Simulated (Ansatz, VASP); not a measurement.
**Two plane-wave programs on Ti**

Contents of INCAR:

```
  ALGO = Normal
  EDIFF = 1E-7
  EDIFFG = -0.01
  ENCUT = 600
  GGA = PS
  IBRION = 2
  ISIF = 3
  ISMEAR = 0
  LASPH = True
  LCHARG = False
  LREAL = False
  LWAVE = False
  NELM = 60
  NSW = 80
  PREC = Accurate
  SIGMA = 0.05
```

KPOINTS

```
k-points
0
Gamma
  16 16 10
```

File POSCAR:

```
Ti
1.0
    2.9500000000      0.0000000000      0.0000000000
   -1.4750000000      2.5547749412      0.0000000000
    0.0000000000      0.0000000000      4.6846000000
Ti
2
Direct
    0.3333333333      0.6666666667      0.7500000000
    0.6666666667      0.3333333333      0.2500000000
```

Input for Ansatz:

```yaml
crystal:
  lattice:
    - [2.95, 0.0, 0.0]
    - [-1.475, 2.5547749412, 0.0]
    - [0.0, 0.0, 4.6846]
  atoms:
    - { symbol: Ti, position: [0.3333333333, 0.6666666667, 0.75] }
    - { symbol: Ti, position: [0.6666666667, 0.3333333333, 0.25] }
basis:
  ecutwfc: 600
  ecutrho_ratio: 5
kpoints:
  mp_grid: { grid: [16, 16, 10] }
hamiltonian:
  xc: pbesol
scf:
  occupations: { method: gaussian, width: 0.05 }
output:
  forces: true
  stress: true
  eigenvalues: true
relax:
  f_tol: 0.01
  max_steps: 60
  cell: { stress_tol: 0.15 }
```

Alike in both runs: task relaxation of cell and atoms; functional PBEsol; k mesh 16 × 16 × 10; occupations gaussian, width 0.05 eV; no spin polarisation.

```csv
,VASP,Ansatz
version,VASP 6.6.1,Ansatz 0.2.0
potentials or method,"VASP PAW PBE potentials, release 64 (Ti_sv), cutoff 600 eV","scalar-relativistic, plane waves, PAW"
valence electrons in the cell,24,24
```

```tsv
	VASP	Ansatz	Ansatz less VASP
relaxed volume (Å³/atom)	16.67	16.71	+0.037
relaxed length of the cell vector where the two differ most in proportion (Å)	4.584	4.589	+0.0043
```

VASP's potentials were made for PBE, not for PBEsol.
